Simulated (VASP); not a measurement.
Wanted: the native input for a VASP 6.6.1 run.

* Task: relaxation of cell and atoms
* Functional: PBE
* Potentials or basis: VASP PAW PBE potentials, release 64 (Nb_sv, As)
* Cutoff: 500 eV
* k mesh: 12 × 12 × 12
* Occupations: gaussian, width 0.1 eV
* Spin: no spin polarisation
* Dipole correction: no
* Further INCAR settings: ALGO = Normal; EDIFF = 1e-07; IBRION = 2; EDIFFG = -0.01; NSW = 100; ISIF = 3

The structure of NbAs lies in POSCAR:

```
NbAs
1.0
    0.0000000000      2.9077522496      2.9077522496
    2.9077522496      0.0000000000      2.9077522496
    2.9077522496      2.9077522496      0.0000000000
Nb As
1 1
Direct
    0.0000000000      0.0000000000      0.0000000000
    0.2500000000      0.2500000000      0.2500000000
```

One way to write it, as run:

INCAR

```
SYSTEM = NbAs
PREC     = Accurate       ! precision mode
ENCUT    = 500            ! plane-wave cutoff, eV
EDIFF    = 1E-7           ! SCF threshold, eV
ISMEAR   = 0              ! smearing method
SIGMA    = 0.1            ! smearing width, eV
LREAL    = .FALSE.        ! projectors in reciprocal space
LASPH    = .TRUE.         ! aspherical terms in the spheres
NELM     = 120            ! most SCF steps
ALGO     = Normal         ! electronic algorithm
ISIF     = 3              ! what is computed and relaxed
LWAVE    = .FALSE.        ! write WAVECAR
LCHARG   = .FALSE.        ! write CHGCAR
GGA      = PE             ! functional
IBRION   = 2              ! ionic algorithm
NSW      = 100            ! ionic steps
EDIFFG   = -0.01          ! ionic threshold
GGA_COMPAT= .FALSE.      
NELMIN   = 4
```

KPOINTS

```
regular mesh
0
G
  12 12 12
  0 0 0
```

Potentials or basis: VASP PAW PBE potentials, release 64 (Nb_sv, As).

Launch:

```console
$ cat potpaw_PBE.64/Nb_sv/POTCAR potpaw_PBE.64/As/POTCAR > POTCAR
$ mpirun -np 1 vasp_std > vasp.out
```

It gave:

- Pressure after relaxing: 0.0 GPa
- Band gap on the k mesh: zero (bands 9 and 10 overlap by 0.47 eV)

Caveat: the relaxation stopped at its first step, so nothing moved.

Run time: 75 s on 1 thread of AMD EPYC 7R13 (shared host), peak memory 0.17 GiB.
